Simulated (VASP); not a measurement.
# CoSi2 (Fm-3m) in VASP: notebook

Runs on CoSi2. Level: PBEsol. Tasks: single point.

All numbers are computed with VASP 6.6.1; they aren't measurements. Logs are shortened: lines on timing, memory, paths and dates and some standing lists are left out, and cuts for length are marked.

## (1) The cell of the first run

The structure is cubic, space group Fm-3m (No. 225). The conventional cell has a = 5.091 Å, b = 5.091 Å, c = 5.091 Å, α = 90.00°, β = 90.00°, γ = 90.00°. Within 2.9 Å of Co (site symmetry m-3m) lie 8 Si at 2.20 Å. Within 2.9 Å of Si (site symmetry -43m) lie 4 Co at 2.20 Å and 6 Si at 2.55 Å.

## (2) Single point, PBEsol, collinear spin, ferromagnetic start (11.00 Å³/atom)

Contents of INCAR:

```
ALGO = Normal
EDIFF = 1E-7
ENCUT = 520
GGA = PS
ISIF = 2
ISMEAR = 0
ISPIN = 2
LASPH = True
LCHARG = False
LMAXMIX = 4
LORBIT = 11
LREAL = False
LWAVE = False
MAGMOM = 0.275 0 0
NBANDS = 20
NELM = 150
NUPDOWN = 0.275
PREC = Accurate
SIGMA = 0.15
```

Contents of KPOINTS:

```
k-points
0
Gamma
  14 14 14
```

Contents of POSCAR:

```
CoSi2
1.0
    0.0000000000      2.5455130630      2.5455130630
    2.5455130630      0.0000000000      2.5455130630
    2.5455130630      2.5455130630      0.0000000000
Co Si
1 2
Direct
    0.0000000000      0.0000000000      0.0000000000
    0.2500000000      0.2500000000      0.2500000000
    0.7500000000      0.7500000000      0.7500000000
```

Potentials or basis: VASP PAW PBE potentials, release 64 (Co, Si).

On the command line:

```sh
$ cat potpaw_PBE.64/Co/POTCAR potpaw_PBE.64/Si/POTCAR > POTCAR
$ mpirun -np 1 vasp_std > vasp.out
```

OUTCAR:

```text
EDIFF = 1E-7
   ENCUT = 520
   GGA = PS
   ISIF = 2
   ISMEAR = 0
   ISPIN = 2
   LASPH = True
   LORBIT = 11
   LREAL = False
   NELM = 150
   NUPDOWN = 0.275
   PREC = Accurate

 ion  position               nearest neighbor table
   1  0.000  0.000  0.000-   3 2.20   3 2.20   3 2.20   2 2.20   3 2.20   2 2.20   2 2.20   2 2.20

   2  0.250  0.250  0.250-   1 2.20   1 2.20   1 2.20   1 2.20   3 2.55   3 2.55   3 2.55   3 2.55
                             3 2.55   3 2.55
   3  0.750  0.750  0.750-   1 2.20   1 2.20   1 2.20   1 2.20   2 2.55   2 2.55   2 2.55   2 2.55
                             2 2.55   2 2.55

  LATTYP: Found a face centered cubic cell.
 ALAT       =     5.0910261260

  Lattice vectors:

 A1 = (   0.0000000000,   2.5455130630,   2.5455130630)
 A2 = (   2.5455130630,   0.0000000000,   2.5455130630)
 A3 = (   2.5455130630,   2.5455130630,   0.0000000000)

Analysis of symmetry for initial positions (statically):
=====================================================================
 Subroutine PRICEL returns:
 Original cell was already a primitive cell.

 Routine SETGRP: Setting up the symmetry group for a
 face centered cubic supercell.

 Subroutine GETGRP returns: Found 48 space group operations
 (whereof 48 operations were pure point group operations)
 out of a pool of 48 trial point group operations.

The static configuration has the point symmetry O_h .

Analysis of symmetry for dynamics (positions and initial velocities):
=====================================================================
 Subroutine PRICEL returns:
 Original cell was already a primitive cell.

 Routine SETGRP: Setting up the symmetry group for a
 face centered cubic supercell.

 Subroutine GETGRP returns: Found 48 space group operations
 (whereof 48 operations were pure point group operations)
 out of a pool of 48 trial point group operations.

The dynamic configuration has the point symmetry O_h .

Analysis of structural, dynamic, and magnetic symmetry:
=====================================================================
 Subroutine PRICEL returns:
 Original cell was already a primitive cell.

 Routine SETGRP: Setting up the symmetry group for a
 face centered cubic supercell.

 Subroutine GETGRP returns: Found 48 space group operations
 (whereof 48 operations were pure point group operations)
 out of a pool of 48 trial point group operations.

The overall configuration has the point symmetry O_h .

 Subroutine INISYM returns: Found 48 space group operations
 (whereof 48 operations are pure point group operations),
 and found     1 'primitive' translations

----------------------------------------------------------------------------------------

                                     Primitive cell

  volume of cell :      32.9880

  direct lattice vectors                    reciprocal lattice vectors
     0.000000000  2.545513063  2.545513063    -0.196424056  0.196424056  0.196424056
     2.545513063  0.000000000  2.545513063     0.196424056 -0.196424056  0.196424056
     2.545513063  2.545513063  0.000000000     0.196424056  0.196424056 -0.196424056

  length of vectors
     3.599899097  3.599899097  3.599899097     0.340216445  0.340216445  0.340216445

  position of ions in fractional coordinates (direct lattice)
     0.000000000  0.000000000  0.000000000
     0.250000000  0.250000000  0.250000000
     0.750000000  0.750000000  0.750000000

  ion indices of the primitive-cell ions
   primitive index   ion index
                 1           1
                 2           2
                 3           3

----------------------------------------------------------------------------------------

 KPOINTS: k-points

Automatic generation of k-mesh.
 Grid dimensions read from file:
 generate k-points for:   14   14   14

 Generating k-lattice:

  Cartesian coordinates                     Fractional coordinates (reciprocal lattice)
    -0.014030290  0.014030290  0.014030290     0.071428571  0.000000000  0.000000000
     0.014030290 -0.014030290  0.014030290     0.000000000  0.071428571  0.000000000
     0.014030290  0.014030290 -0.014030290     0.000000000  0.000000000  0.071428571

  Length of vectors
     0.024301175  0.024301175  0.024301175

  Shift w.r.t. Gamma in fractional coordinates (k-lattice)
     0.000000000  0.000000000  0.000000000

 Subroutine IBZKPT returns following result:
 ===========================================

 Found    104 irreducible k-points:

 Following reciprocal coordinates:
            Coordinates               Weight
  0.000000  0.000000  0.000000      1.000000
  0.071429  0.000000  0.000000      8.000000
  0.142857  0.000000  0.000000      8.000000
  0.214286  0.000000  0.000000      8.000000
  0.285714  0.000000  0.000000      8.000000
  0.357143  0.000000  0.000000      8.000000
[... 16 lines left out ...]
  0.214286  0.142857  0.000000     24.000000
  0.285714  0.142857  0.000000     24.000000
 [... further k-points ...]
   k-points           NKPTS =    104   k-points in BZ     NKDIM =    104   number of bands    NBANDS=     20
   number of dos      NEDOS =    301   number of ions     NIONS =      3
   total plane-waves  NPLWV =  21952
   dimension x,y,z NGX =    28 NGY =   28 NGZ =   28
   dimension x,y,z NGXF=    56 NGYF=   56 NGZF=   56
   ions per type =               1   2
   NGX,Y,Z   is equivalent  to a cutoff of  12.93, 12.93, 12.93 a.u.
   NGXF,Y,Z  is equivalent  to a cutoff of  25.86, 25.86, 25.86 a.u.
 SYSTEM =  unknown system
   PREC   = accura    normal or accurate (medium, high low for compatibility)
   ISTART =      0    job   : 0-new  1-cont  2-samecut
   ICHARG =      2    charge: 1-file 2-atom 10-const
   ISPIN  =      2    spin polarized calculation?
   LNONCOLLINEAR =      F non collinear calculations
   LSORBIT =      F    spin-orbit coupling
   LASPH  =      T    aspherical Exc in radial PAW
   ENCUT  =  520.0 eV  38.22 Ry    6.18 a.u.   6.69  6.69  6.69*2*pi/ulx,y,z
   NELM   =    150;   NELMIN=  2; NELMDL= -5     # of ELM steps
   EDIFF  = 0.1E-06   stopping-criterion for ELM
   LREAL  =      F    real-space projection
   EDIFFG = 0.1E-05   stopping-criterion for IOM
   NSW    =      0    number of steps for IOM
   IBRION =     -1    ionic relax: 0-MD 1-quasi-New 2-CG
   NFREE  =      0    steps in history (QN), initial steepest desc. (CG)
   ISIF   =      2    stress and relaxation
   ISYM   =      2    0-nonsym 1-usesym 2-fastsym
   POTIM  = 0.5000    time-step for ionic-motion
   TEBEG  =    0.0;   TEEND  =   0.0 temperature during run
   PSTRESS=    0.0 pullay stress
   NELECT =      17.0000    total number of electrons
   NUPDOWN=       0.2750    fix difference up-down
   EMIN   =  10.00;   EMAX   =-10.00  energy-range for DOS
   EFERMI =   0.00;   METHOD = LEGACY
   ISMEAR =     0;   SIGMA  =   0.15  broadening in eV -4-tet -1-fermi 0-gaus
   EFERMI_NEDOS =   21; number of points for ismear=-14 and -15
   IALGO  =     38    algorithm
   IMIX   =      4    mixing-type and parameters
     AMIX     =   0.40;   BMIX     =  1.00
     AMIX_MAG =   1.60;   BMIX_MAG =  1.00
  volume/ion in A,a.u.               =      11.00        74.20
  Fermi-wavevector in a.u.,A,eV,Ry     =   1.312520  2.480302 23.438863  1.722708
  Thomas-Fermi vector in A             =   2.442906
   LORBIT       =     11    0 simple, 1 ext, 2 COOP (PROOUT), +10 PAW based schemes
   GGA     = PS    functional components
   LHFCALC =     F    Hartree Fock is set to
   AEXX    =    0.0000 exact exchange contribution
   IVDW    =     0    specifies the selected vdW correction
   LEPSILON=     F    determine dielectric tensor
   LRPA    =     F    only Hartree local field effects (RPA)
 spin polarized calculation
 Gauss-broadening in eV      SIGMA  =   0.15
  energy-cutoff  :      520.00
  volume of cell :       32.99
 maximum number of plane-waves:       905
   NGX = 13   NGY = 13   NGZ = 13

 number of electron      16.9999999 magnetization       0.2750000

 Free energy of the ion-electron system (eV)
  ---------------------------------------------------
  ext. energy  EPLUGINS =         0.00000000
  ---------------------------------------------------
  free energy    TOTEN  =       -20.53434721 eV

  energy without entropy =      -20.52409174  energy(sigma->0) =      -20.52921947

 E-fermi :  11.9518     XC(G=0): -12.5675

 val. band max:       12.4474358216   @ k =  -0.3571   0.0714   0.0000
 cond. band min:      11.9842436933   @ k =   0.5000   0.1429   0.0714
 fundamental gap:     -0.4631921283
 Fermi energy:        12.4765536661

 spin component 1

 k-point     1 :       0.0000    0.0000    0.0000
  band No.  band energies     occupation
      1      -2.2049      1.00000
      2       7.3142      1.00000
      3       7.3142      1.00000
      4       7.3142      1.00000
      5       9.6405      1.00000
      6       9.6405      1.00000
[... 12 lines left out ...]
     19      23.1619      0.00000
     20      30.3017      0.00000

 k-point     2 :       0.0714    0.0000    0.0000
  band No.  band energies     occupation
      1      -2.1177      1.00000
      2       7.1546      1.00000
      3       7.3457      1.00000
      4       7.3457      1.00000
      5       9.6126      1.00000
      6       9.6126      1.00000
[... 12 lines left out ...]
     19      23.5591      0.00000
     20      30.5461      0.00000
[... 465 lines left out ...]
      3       7.4149      1.00000
      4       7.4519      1.00000
      5       8.9281      1.00000
      6       9.8232      1.00000
[... 12 lines left out ...]
     19      26.3706      0.00000
     20      32.1769      0.00000

 k-point    24 :       0.2857    0.1429    0.0000
  band No.  band energies     occupation
      1      -0.9460      1.00000
      2       5.7356      1.00000
      3       7.5046      1.00000
      4       7.5598      1.00000
      5       8.7492      1.00000
      6       9.8766      1.00000
[... 12 lines left out ...]
     19      27.9722      0.00000
     20      30.3689      0.00000

 [... further k-points ...]

 spin component 2

 k-point     1 :       0.0000    0.0000    0.0000
  band No.  band energies     occupation
      1      -2.1326      1.00000
      2       7.4155      1.00000
      3       7.4155      1.00000
      4       7.4155      1.00000
      5       9.7710      1.00000
      6       9.7710      1.00000
[... 12 lines left out ...]
     19      23.1983      0.00000
     20      30.3759      0.00000

 k-point     2 :       0.0714    0.0000    0.0000
  band No.  band energies     occupation
      1      -2.0455      1.00000
      2       7.2539      1.00000
      3       7.4471      1.00000
      4       7.4471      1.00000
      5       9.7423      1.00000
      6       9.7423      1.00000
[... 12 lines left out ...]
     19      23.5967      0.00000
     20      30.6204      0.00000
[... 465 lines left out ...]
      3       7.5127      1.00000
      4       7.5508      1.00000
      5       9.0429      1.00000
      6       9.9553      1.00000
[... 12 lines left out ...]
     19      26.4200      0.00000
     20      32.2180      0.00000

 k-point    24 :       0.2857    0.1429    0.0000
  band No.  band energies     occupation
      1      -0.8736      1.00000
      2       5.8217      1.00000
      3       7.6018      1.00000
      4       7.6592      1.00000
      5       8.8589      1.00000
      6      10.0084      1.00000
[... 12 lines left out ...]
     19      28.0240      0.00000
     20      30.4467      0.00000

 [... further k-points ...]
[... 5 lines left out ...]
  --------------------------------------------------------------------------------------
  -------------------------------------------------------------------------------------
  Total        6.8735456      6.8735456      6.8735456      0.0000000     -0.0000000      0.0000000
  in kB      333.8377251    333.8377251    333.8377251      0.0000000     -0.0000000      0.0000000
  external PRESSURE =     333.8377251 kB  Pullay stress =       0.0000000 kB

 VOLUME and BASIS-vectors are now :
 -----------------------------------------------------------------------------
  energy-cutoff  :      520.00
  volume of cell :       32.99
      direct lattice vectors                 reciprocal lattice vectors
     0.000000000  2.545513063  2.545513063    -0.196424056  0.196424056  0.196424056
     2.545513063  0.000000000  2.545513063     0.196424056 -0.196424056  0.196424056
     2.545513063  2.545513063  0.000000000     0.196424056  0.196424056 -0.196424056

 POSITION                                       TOTAL-FORCE (eV/Angst)
 -----------------------------------------------------------------------------------
      0.00000      0.00000      0.00000        -0.000000     -0.000000     -0.000000
      1.27276      1.27276      1.27276         0.000000      0.000000      0.000000
      3.81827      3.81827      3.81827        -0.000000     -0.000000     -0.000000
 -----------------------------------------------------------------------------------
    total drift:                               -0.000000     -0.000000      0.000000

  FREE ENERGIE OF THE ION-ELECTRON SYSTEM (eV)
  ---------------------------------------------------
  free  energy   TOTEN  =       -20.5343472145 eV

  energy  without entropy=      -20.5240917354  energy(sigma->0) =      -20.52921947

 total charge

# of ion       s       p       d       tot
------------------------------------------
    1        0.630   0.922   7.781   9.333
    2        0.721   0.982   0.000   1.703
    3        0.721   0.982   0.000   1.703
--------------------------------------------------
tot          2.072   2.885   7.781  12.738

 magnetization (x)

# of ion       s       p       d       tot
------------------------------------------
    1        0.004   0.046   0.117   0.167
    2        0.001   0.021   0.000   0.022
    3        0.001   0.021   0.000   0.022
--------------------------------------------------
tot          0.007   0.088   0.117   0.211
```

Wall time 75 s (1 thread of Intel Xeon 6975P-C (Granite Rapids), shared host); peak memory 0.23 GiB.

Results:

| Property | Result |
| --- | --- |
| Free energy | -20.5343 eV |
| Pressure | 33.4 GPa |
| Net moment | 0.28 μB per cell |
| Site moments | Co +0.17; Si +0.02 μB |
| Valence electrons inside the program's atomic spheres | Co 9.33; Si 1.70 |

Caveat: the cell stands under pressure; the PAW data sets were made with another functional, which shifts forces and pressure a little; the total moment is fixed, so each spin has its own Fermi level.

(Continued in part 2 of 3.)
